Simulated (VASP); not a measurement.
## AlN: electric field gradients with PBE

Crystal: AlN.

```
CELL_PARAMETERS angstrom
3.11100 0.01556 0.01556
-1.54203 2.68643 0.00569
0.02489 0.02489 4.97800
ATOMIC_POSITIONS crystal
Al 0.33333 0.66667 0.00000
Al 0.66667 0.33333 0.50000
N 0.33333 0.66667 0.38500
N 0.66667 0.33333 0.88500
```

This cell differs from its parent crystal: equal xy, yz and zx shear strains of +1 %.

```
Program                : VASP 6.6.1
Task                   : electric field gradients
Functional             : PBE
Potentials or basis    : VASP PAW PBE potentials, release 64 (Al, N)
Cutoff                 : 520 eV
k mesh                 : 11 × 11 × 6
Occupations            : fermi-dirac, width 0.02 eV
Spin                   : no spin polarisation
Dipole correction      : no
Further INCAR settings : ALGO = Normal; EDIFF = 1e-08; NBANDS = 16
```

The pressure is 3.8 GPa. The largest force is 0.251 eV/Å. The band gap on the k mesh is 4.16 eV, direct.

Forces on the atoms (eV/Å):
```
Al  -0.145 -0.050  0.185
Al   0.041 -0.054  0.182
N   -0.057  0.054 -0.181
N    0.161  0.050 -0.186
```

Stress tensor (GPa, compression positive):
```
 4.41 -1.82 -1.30
-1.82  4.42 -1.30
-1.30 -1.30  2.61
```

Levels at points of the mesh, in eV from the valence-band top:
```
           k point  band 4  band 5  band 6  band 7  band 8  band 9  band 10  band 11  band 12  band 13
(0.00, 0.00, 0.00)   -0.98   -0.92   -0.33   -0.27    0.00    4.16     6.61    10.59    11.00    11.18
(0.00, 0.00, 0.50)   -3.36   -0.68   -0.65   -0.62   -0.59    6.43     6.43    10.27    10.27    11.26
```

Electric field gradients, principal values (V/Å²):
```csv
atom,least,middle,greatest (by size)
1 Al,-2.130,-6.597,8.726
2 Al,-3.212,-5.473,8.685
3 N,-0.697,-1.572,2.269
4 N,-0.798,-1.841,2.639
```

Run time: 2.4 min on 1 thread of Intel(R) Xeon(R) Platinum 8488C (Sapphire Rapids) (shared host), peak memory 0.31 GiB.

Caveat: the cell differs from its parent crystal (equal xy, yz and zx shear strains of +1 %); without QUAD_EFG the Cq values of the log hold for a quadrupole moment of 1 mb, not for the nuclei. A k mesh can miss the band edges.
